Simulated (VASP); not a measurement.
Crystal: Pd.

```xyz
1
Lattice="0.0000 1.9721 1.9721 1.9721 0.0000 1.9721 1.9721 1.9721 0.0000" Properties=species:S:1:pos:R:3 pbc="T T T"
Pd    0.0000    0.0000    0.0000
```

Program: VASP 6.6.1. Alike in all runs: task single point; no spin polarisation; cell as given; k mesh 12 × 12 × 12; smearing fermi-dirac 0.05 eV.

Q: Order these runs on this cell by their pressure, lowest first.
A. level LDA; potentials or basis VASP PAW LDA potentials, release 64 (Pd); cutoff (eV) 500
B. level revPBE; potentials or basis VASP PAW PBE potentials, release 64 (Pd); cutoff (eV) 520
C. level PBE+D3(BJ); potentials or basis VASP PAW PBE potentials, release 64 (Pd); cutoff (eV) 520
D. level PBE; potentials or basis VASP PAW PBE potentials, release 64 (Pd); cutoff (eV) 520
E. level BLYP+D3(BJ); potentials or basis VASP PAW PBE potentials, release 64 (Pd); cutoff (eV) 520

A: A (-14.6 GPa), C (-7.6 GPa), E (-5.8 GPa), D (-0.6 GPa), B (2.8 GPa).

Caveats: the PAW data sets were made with another functional, which shifts forces and pressure a little (some runs); pairwise dispersion overbinds metals, which lowers pressure and volume (some runs).
